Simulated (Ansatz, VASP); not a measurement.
C in VASP and in Ansatz

```
C
1.0
     0.00000    1.78337    1.78337
     1.78337    0.00000    1.78337
     1.78337    1.78337    0.00000
C
2
Direct
  0.75000 0.75000 0.75000
  0.50000 0.50000 0.50000
```

Alike in both runs: functional SVWN5; k mesh 13 × 13 × 13; occupations fermi-dirac, width 0.05 eV; no spin polarisation.

```csv
,VASP,Ansatz
version,VASP 6.6.1,Ansatz 0.2.0
potentials or method,"VASP PAW PBE potentials, release 64 (C_h)",Ansatz PAW
plane-wave cutoff (eV),1300,420
valence electrons in the cell,8,8
task,single point,band structure
```

|  | VASP | Ansatz | Ansatz less VASP |
| --- | --- | --- | --- |
| gap on the k mesh at the Fermi level (eV) | 4.12 | 4.12 | -0.001 |
| least direct gap on the mesh (eV) | 5.55 | 5.54 | -0.007 |
| pressure (GPa) | -12.6 | -13.4 | -0.78 |

VASP's potentials were made for PBE, not for SVWN5.

Noted on Ansatz's run: Pulay correction over one GPa.
